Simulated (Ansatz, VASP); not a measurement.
KI: VASP beside Ansatz

```
K I
1.0
     4.34999    0.00000    0.00000
     0.00000    4.34999    0.00000
     0.00000    0.00000    4.17599
K I
1 1
Direct
  0.00000 0.00000 0.00000
  0.50000 0.50000 0.50000
```

Alike in both runs: task single point; functional PBE; k mesh 6 × 6 × 6; occupations gaussian, width 0.05 eV; no spin polarisation.

```csv
,VASP,Ansatz
version,VASP 6.6.1,Ansatz 0.2.0
potentials or method,"VASP PAW PBE potentials, release 64 (K_sv, I), cutoff 520 eV","scalar-relativistic, plane waves, PAW"
valence electrons in the cell,16,26
```

|  | VASP | Ansatz | Ansatz less VASP |
| --- | --- | --- | --- |
| gap on the k mesh at the Fermi level (eV) | 3.15 | 3.16 | +0.003 |
| least direct gap on the mesh (eV) | 3.47 | 3.48 | +0.003 |
| pressure (GPa) | 0.5 | 0.5 | -0.02 |
| traceless stress, the component that is largest in VASP (GPa) | 0.84 | 0.84 | +0.002 |

With one functional, cell and mesh, what is left measures potentials, basis and numerics. VASP's potentials hold 16 valence electrons a cell and Ansatz's 26, so a difference there can come from the potentials and not from the codes.

Spin-orbit coupling is off throughout.
